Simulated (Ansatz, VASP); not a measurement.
**Two plane-wave programs on TaAgC**

```
Ta Ag C
1.0
     3.02293    0.00000    0.00000
     0.00000    3.02293    0.00000
     0.00000    0.00000    5.69987
Ta Ag C
1 1 1
Direct
  0.50000 0.50000 0.50000
  0.50000 0.50000 0.00000
  0.00000 0.00000 0.50000
```

Alike in both runs: functional PBE; k mesh 16 × 16 × 8; occupations gaussian, width 0.1 eV; no spin polarisation.

Ansatz relaxed the structure, and its values are those at the end. VASP's run is a single point on that final structure, the one shown.

```csv
,VASP,Ansatz
version,VASP 6.6.1,Ansatz 0.2.0
potentials or method,"VASP PAW PBE potentials, release 64 (Ta_pv, Ag, C), cutoff 520 eV","scalar-relativistic, plane waves, PAW"
valence electrons in the cell,26,36
```

Ansatz gave:

* gap on the k mesh at the Fermi level (eV): none
* pressure (GPa): 0.0

Q: What did VASP give for the same quantities?

A: gap on the k mesh at the Fermi level (eV): none; pressure (GPa): 0.2.

A gap of «none» marks a metal or a gap that the smearing closes. VASP's potentials hold 26 valence electrons a cell and Ansatz's 36, so a difference there can come from the potentials and not from the codes.

Neither program's run includes spin-orbit coupling.
